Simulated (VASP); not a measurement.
# In3Ga6BP10 (P1) in VASP: further runs

The runs below take In3Ga6BP10 through single point, relaxation of cell and atoms, with PBE.

Program: VASP 6.6.1. These are calculated values, not measurements. Logs are shortened: lines on timing, memory, paths and dates and some standing lists are left out, and cuts for length are marked.

## Step 1: The cell of the first run

The typed cell holds 20 atoms: a = 6.738 Å, b = 6.759 Å, c = 10.391 Å, α = 84.16°, β = 71.09°, γ = 71.73°.

## Step 2: Single point, PBE

INCAR

```
SYSTEM = In3Ga6BP10
PREC = Accurate ; ENCUT = 520
EDIFF = 1E-7 ; ISMEAR = 0
SIGMA = 0.1 ; LREAL = Auto
LASPH = .True. ; NELM = 80
ALGO = Normal ; ISIF = 2
LWAVE = .False. ; LCHARG = .True.
GGA = PE ; LELF = .True.
LVHAR = .True. ; ISYM = 0
NBANDS = 101
```

KPOINTS

```
Automatic mesh
0
Gamma
  2 2 2
  0.5 0.5 0.5
```

POSCAR

```
In3Ga6BP10
1.0
    2.7894324880      2.7897538538      5.4624693596
   -2.8016068084     -2.8025754718      5.4749673288
    8.3449678665     -5.5569872322      2.7316392408
B P Ga In
1 10 6 3
Direct
    0.5954844211      0.9975756576      0.7998638913
    0.5654317127      0.9016355376      0.6293013919
    0.4919430771      0.3170321605      0.8106642115
    0.9222839926      0.9018206229      0.8024576113
    0.4001012325      0.8753156373     -0.0407617617
    0.7970560993      0.8712499020      0.2042340493
    0.6752601449      0.3733083682      0.3922676503
    0.1737269179      0.8715701155      0.4102784091
    0.0955886120      0.3659489327      0.5854955002
    0.8630080145      0.3705884014      1.0128413898
    0.2720277135      0.3963473496      0.1937253360
    0.1923916201      0.0024303248      0.6110460009
    0.9999453184      1.0009463597     -0.0056440471
    0.3057833667      0.5019507831      0.3923827329
    0.7968418696      1.0012937064      0.4127377142
    0.5056503997      0.4961260627     -0.0085291087
    0.9007568710      0.5030941863      0.2017681269
    0.0987136779      0.5005287125      0.8015735578
    0.4062001019     -0.0013113685      0.1873551725
    0.6932363640      0.5006116515      0.6079563250
```

Potentials or basis: VASP PAW PBE potentials, release 64 (B, P, Ga_d, In_d).

The run is started by

```
> cat potpaw_PBE.64/B/POTCAR potpaw_PBE.64/P/POTCAR potpaw_PBE.64/Ga_d/POTCAR potpaw_PBE.64/In_d/POTCAR > POTCAR
> mpirun -np 1 vasp_std > vasp.out
```

OUTCAR:

```text
SYSTEM = In3Ga6BP10
   PREC = Accurate
   ENCUT = 520
   EDIFF = 1E-7
   ISMEAR = 0
   LREAL = Auto
   LASPH = .True.
   NELM = 80
   ISIF = 2
   GGA = PE
   ISYM = 0

 ion  position               nearest neighbor table
   1  0.595  0.998  0.800-   5 2.04   2 2.04   3 2.05   4 2.10
   2  0.565  0.902  0.629-   1 2.04  15 2.45  12 2.46  20 2.58
   3  0.492  0.317  0.811-   1 2.05  16 2.38  20 2.55  18 2.58
   4  0.922  0.902  0.802-   1 2.10  13 2.42  12 2.43  18 2.60
   5  0.400  0.875  0.959-   1 2.04  16 2.45  13 2.47  19 2.61
   6  0.797  0.871  0.204-  17 2.36  13 2.41  15 2.42  19 2.56
[... 9 lines left out ...]
  16  0.506  0.496  0.991-  11 2.36  10 2.37   3 2.38   5 2.45
  17  0.901  0.503  0.202-   7 2.35  11 2.35  10 2.35   6 2.36
  18  0.099  0.501  0.802-   9 2.52  10 2.52   3 2.58   4 2.60  20 3.86  20 3.88
  19  0.406  0.999  0.187-  11 2.55   6 2.56   8 2.58   5 2.61
  20  0.693  0.501  0.608-   9 2.51   7 2.53   3 2.55   2 2.58  18 3.86  18 3.88

IMPORTANT INFORMATION: All symmetrisations will be switched off!
NOSYMM: (Re-)initialisation of all symmetry stuff for point group C_1.

----------------------------------------------------------------------------------------

                                     Primitive cell

  volume of cell :     425.1165

  direct lattice vectors                    reciprocal lattice vectors
     2.789432488  2.789753854  5.462469360     0.053558724  0.125474787  0.091635806
    -2.801606808 -2.802575472  5.474967329    -0.089329564 -0.089303534  0.091224981
     8.344967866 -5.556987232  2.731639241     0.071939791 -0.071923205 -0.000004238

  length of vectors
     6.738117814  6.758601722 10.391364142     0.164345916  0.155810428  0.101726501

  position of ions in fractional coordinates (direct lattice)
     0.595484421  0.997575658  0.799863891
     0.565431713  0.901635538  0.629301392
     0.491943077  0.317032160  0.810664211
     0.922283993  0.901820623  0.802457611
     0.400101232  0.875315637  0.959238238
     0.797056099  0.871249902  0.204234049
[... 12 lines left out ...]
     0.406200102  0.998688632  0.187355172
     0.693236364  0.500611652  0.607956325

  ion indices of the primitive-cell ions
   primitive index   ion index
                 1           1
                 2           2
                 3           3
                 4           4
                 5           5
                 6           6
[... 12 lines left out ...]
                19          19
                20          20

----------------------------------------------------------------------------------------

 KPOINTS: Automatic mesh

Automatic generation of k-mesh.
 Grid dimensions read from file:
 generate k-points for:    2    2    2

 Generating k-lattice:

  Cartesian coordinates                     Fractional coordinates (reciprocal lattice)
     0.026779362  0.062737394  0.045817903     0.500000000  0.000000000 -0.000000000
    -0.044664782 -0.044651767  0.045612491     0.000000000  0.500000000 -0.000000000
     0.035969895 -0.035961603 -0.000002119     0.000000000 -0.000000000  0.500000000

  Length of vectors
     0.082172958  0.077905214  0.050863250

  Shift w.r.t. Gamma in fractional coordinates (k-lattice)
     0.500000000  0.500000000  0.500000000

 Subroutine IBZKPT returns following result:
 ===========================================

 Found      4 irreducible k-points:

 Following reciprocal coordinates:
            Coordinates               Weight
  0.250000  0.250000  0.250000      2.000000
 -0.250000  0.250000  0.250000      2.000000
  0.250000 -0.250000  0.250000      2.000000
 -0.250000 -0.250000  0.250000      2.000000
   k-points           NKPTS =      4   k-points in BZ     NKDIM =      4   number of bands    NBANDS=    101
   number of dos      NEDOS =    301   number of ions     NIONS =     20
   total plane-waves  NPLWV = 200000
   dimension x,y,z NGX =    50 NGY =   50 NGZ =   80
   dimension x,y,z NGXF=   100 NGYF=  100 NGZF=  160
   ions per type =               1  10   6   3
   NGX,Y,Z   is equivalent  to a cutoff of  12.34, 12.30, 12.80 a.u.
   NGXF,Y,Z  is equivalent  to a cutoff of  24.67, 24.60, 25.60 a.u.
 SYSTEM =  In3Ga6BP10
   PREC   = accura    normal or accurate (medium, high low for compatibility)
   ISTART =      0    job   : 0-new  1-cont  2-samecut
   ICHARG =      2    charge: 1-file 2-atom 10-const
   ISPIN  =      1    spin polarized calculation?
   LNONCOLLINEAR =      F non collinear calculations
   LSORBIT =      F    spin-orbit coupling
   LASPH  =      T    aspherical Exc in radial PAW
   ENCUT  =  520.0 eV  38.22 Ry    6.18 a.u.  12.53 12.57 19.32*2*pi/ulx,y,z
   NELM   =     80;   NELMIN=  2; NELMDL= -5     # of ELM steps
   EDIFF  = 0.1E-06   stopping-criterion for ELM
   LREAL  =      T    real-space projection
   EDIFFG = 0.1E-05   stopping-criterion for IOM
   NSW    =      0    number of steps for IOM
   IBRION =     -1    ionic relax: 0-MD 1-quasi-New 2-CG
   NFREE  =      0    steps in history (QN), initial steepest desc. (CG)
   ISIF   =      2    stress and relaxation
   ISYM   =      0    0-nonsym 1-usesym 2-fastsym
   POTIM  = 0.5000    time-step for ionic-motion
   TEBEG  =    0.0;   TEEND  =   0.0 temperature during run
   PSTRESS=    0.0 pullay stress
   NELECT =     170.0000    total number of electrons
   NUPDOWN=      -1.0000    fix difference up-down
   EMIN   =  10.00;   EMAX   =-10.00  energy-range for DOS
   EFERMI =   0.00;   METHOD = LEGACY
   ISMEAR =     0;   SIGMA  =   0.10  broadening in eV -4-tet -1-fermi 0-gaus
   EFERMI_NEDOS =   21; number of points for ismear=-14 and -15
   IALGO  =     38    algorithm
   IMIX   =      4    mixing-type and parameters
     AMIX     =   0.40;   BMIX     =  1.00
     AMIX_MAG =   1.60;   BMIX_MAG =  1.00
  volume/ion in A,a.u.               =      21.26       143.44
  Fermi-wavevector in a.u.,A,eV,Ry     =   1.206114  2.279226 19.792555  1.454712
  Thomas-Fermi vector in A             =   2.341791
   LORBIT       =      0    0 simple, 1 ext, 2 COOP (PROOUT), +10 PAW based schemes
   GGA     = PE    functional components
   LHFCALC =     F    Hartree Fock is set to
   AEXX    =    0.0000 exact exchange contribution
   IVDW    =     0    specifies the selected vdW correction
   LEPSILON=     F    determine dielectric tensor
   LRPA    =     F    only Hartree local field effects (RPA)
 non-spin polarized calculation
 Gauss-broadening in eV      SIGMA  =   0.10
  energy-cutoff  :      520.00
  volume of cell :      425.12
 maximum number of plane-waves:     11459
 NGX is ok and might be reduce to    50
   NGX = 25   NGY = 25   NGZ = 39

 number of electron     169.9999992 magnetization

 Free energy of the ion-electron system (eV)
  ---------------------------------------------------
  ext. energy  EPLUGINS =         0.00000000
  ---------------------------------------------------
  free energy    TOTEN  =       -91.43208500 eV

  energy without entropy =      -91.43208500  energy(sigma->0) =      -91.43208500

 E-fermi :   4.9187     XC(G=0):  -9.6528

 val. band max:        4.4637821401   @ k =   0.2500  -0.2500   0.2500
 cond. band min:       6.3433880931   @ k =  -0.2500  -0.2500   0.2500
 fundamental gap:      1.8796059529
 Fermi energy:         4.9186588570

 k-point     1 :       0.2500    0.2500    0.2500
  band No.  band energies     occupation
      1      -9.8063      2.00000
      2      -9.7964      2.00000
      3      -9.7935      2.00000
      4      -9.7754      2.00000
      5      -9.7692      2.00000
      6      -9.7573      2.00000
[... 89 lines left out ...]
     96       8.0009      0.00000
     97       8.1276      0.00000

 k-point     2 :      -0.2500    0.2500    0.2500
  band No.  band energies     occupation
      1      -9.8047      2.00000
      2      -9.7942      2.00000
      3      -9.7899      2.00000
      4      -9.7762      2.00000
      5      -9.7666      2.00000
      6      -9.7547      2.00000
[... 89 lines left out ...]
     96       8.3913      0.00000
     97       8.4879      0.00000

 k-point     3 :       0.2500   -0.2500    0.2500
  band No.  band energies     occupation
      1      -9.8045      2.00000
      2      -9.7941      2.00000
      3      -9.7908      2.00000
      4      -9.7739      2.00000
      5      -9.7681      2.00000
      6      -9.7542      2.00000
[... 89 lines left out ...]
     96       8.2695      0.00000
     97       8.6411      0.00000

 k-point     4 :      -0.2500   -0.2500    0.2500
  band No.  band energies     occupation
      1      -9.8066      2.00000
      2      -9.7966      2.00000
      3      -9.7926      2.00000
      4      -9.7773      2.00000
      5      -9.7686      2.00000
      6      -9.7572      2.00000
[... 89 lines left out ...]
     96       7.8302      0.00000
     97       8.1258      0.00000
 [bands above 97 left out]

------------------------ aborting loop because EDIFF is reached ----------------------------------------

  FORCE on cell =-STRESS in cart. coord.  units (eV):
  Direction    XX          YY          ZZ          XY          YZ          ZX
  --------------------------------------------------------------------------------------
  -------------------------------------------------------------------------------------
  Total        0.0277343      0.0317731     -0.0036076     -0.0103180      0.0202767      0.0017863
  in kB        0.1045248      0.1197464     -0.0135965     -0.0388865      0.0764188      0.0067322
  external PRESSURE =       0.0702249 kB  Pullay stress =       0.0000000 kB

 VOLUME and BASIS-vectors are now :
 -----------------------------------------------------------------------------
  energy-cutoff  :      520.00
  volume of cell :      425.12
      direct lattice vectors                 reciprocal lattice vectors
     2.789432488  2.789753854  5.462469360     0.053558724  0.125474787  0.091635806
    -2.801606808 -2.802575472  5.474967329    -0.089329564 -0.089303534  0.091224981
     8.344967866 -5.556987232  2.731639241     0.071939791 -0.071923205 -0.000004238

 POSITION                                       TOTAL-FORCE (eV/Angst)
 -----------------------------------------------------------------------------------
      5.54109     -5.57936     10.89945         0.002291      0.001588      0.002619
      4.30271     -4.44651      9.74410         0.009141     -0.005666      0.006624
      7.24901     -4.02096      6.63741        -0.003794      0.006166      0.000704
      6.74259     -4.41372     12.16741        -0.004100      0.000357      0.000783
      6.66858     -6.66743      9.59816        -0.007075      0.006843      0.013205
      1.48676     -1.35308      9.68185         0.000147      0.000987     -0.002136
[... 12 lines left out ...]
     -0.10139     -2.70683      8.19843         0.016444      0.000036      0.000492
      5.60460     -2.84745      8.18833        -0.000346     -0.000550      0.000956
 -----------------------------------------------------------------------------------
    total drift:                                0.022300     -0.011596      0.004244

  FREE ENERGIE OF THE ION-ELECTRON SYSTEM (eV)
  ---------------------------------------------------
  free  energy   TOTEN  =       -91.4320849974 eV

  energy  without entropy=      -91.4320849974  energy(sigma->0) =      -91.43208500
```

It took 5.7 min on 1 thread of Intel Xeon Platinum 8488C (Sapphire Rapids), shared host; peak memory 0.5 GiB.

What came out:

* Free energy: -91.4321 eV
* Pressure: 0.0 GPa
* Largest force: 0.016 eV/Å
* Band gap on the k mesh: 1.88 eV (least direct gap 1.88 eV)

Forces on the atoms (eV/Å):
```
B    0.002  0.002  0.003
P    0.009 -0.006  0.007
P   -0.004  0.006  0.001
P   -0.004  0.000  0.001
P   -0.007  0.007  0.013
P    0.000  0.001 -0.002
P    0.001 -0.002  0.002
P   -0.001  0.004 -0.003
P    0.000  0.000  0.001
P   -0.001 -0.004  0.002
P   -0.001  0.001 -0.002
Ga  -0.009 -0.003 -0.001
Ga  -0.005 -0.011 -0.007
Ga   0.001  0.001 -0.003
Ga  -0.010  0.005  0.003
Ga   0.010  0.005 -0.007
Ga  -0.001  0.002 -0.001
In   0.004 -0.009 -0.007
In   0.016  0.000  0.000
In   0.000 -0.001  0.001
```

Levels at points of the mesh, in eV from the valence-band top:
| k point | band 81 | band 82 | band 83 | band 84 | band 85 | band 86 | band 87 | band 88 | band 89 | band 90 |
| --- | --- | --- | --- | --- | --- | --- | --- | --- | --- | --- |
| (0.25, 0.25, 0.25) | -0.63 | -0.59 | -0.30 | -0.21 | -0.14 | 2.02 | 2.25 | 2.51 | 2.62 | 2.83 |

Caveat: spin-orbit coupling is left out, which moves the levels of the heavy elements; a shifted mesh leaves out Γ, where band edges can lie.

[end of part 1 of 3]
